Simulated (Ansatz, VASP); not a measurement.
## Two plane-wave programs on FeO

```xyz
2
Lattice="-1.6021 1.6021 2.0834 1.6021 -1.6021 2.0834 1.6021 1.6021 -2.0834" Properties=species:S:1:pos:R:3 pbc="T T T"
Fe    0.0000    0.0000    0.0000
O     0.0000    0.0000    2.0834
```

Alike in both runs: task single point; functional PBEsol; k mesh 10 × 10 × 10; occupations fermi-dirac, width 0.05 eV; collinear spin; fixed moment 3.8 μB.

|  | VASP | Ansatz |
| --- | --- | --- |
| version | VASP 6.6.1 | Ansatz 0.2.0 |
| potentials or method | VASP PAW PBE potentials, release 64 (Fe, O) | Ansatz PAW |
| plane-wave cutoff (eV) | 520 | 420 |
| valence electrons in the cell | 14 | 22 |

Ansatz gave:

```
pressure (GPa)                                                : -18.4
traceless stress, the component that is largest in VASP (GPa) : 0.24
net moment per atom (μB)                                      : 1.90
size of the moment on the site where the two differ most (μB) : 3.26
```

Task: Estimate VASP's values.

Result: Pressure (GPa): -18.3; traceless stress, the component that is largest in VASP (GPa): 0.63; net moment per atom (μB): 1.90; size of the moment on the site where the two differ most (μB): 3.47.

VASP's potentials were made for PBE, not for PBEsol. Site moments also hang on the region over which each program counts them. The functional is the same, so the differences come from potentials, cutoffs and numerics. VASP's potentials hold 14 valence electrons a cell and Ansatz's 22, so a difference there can come from the potentials and not from the codes.
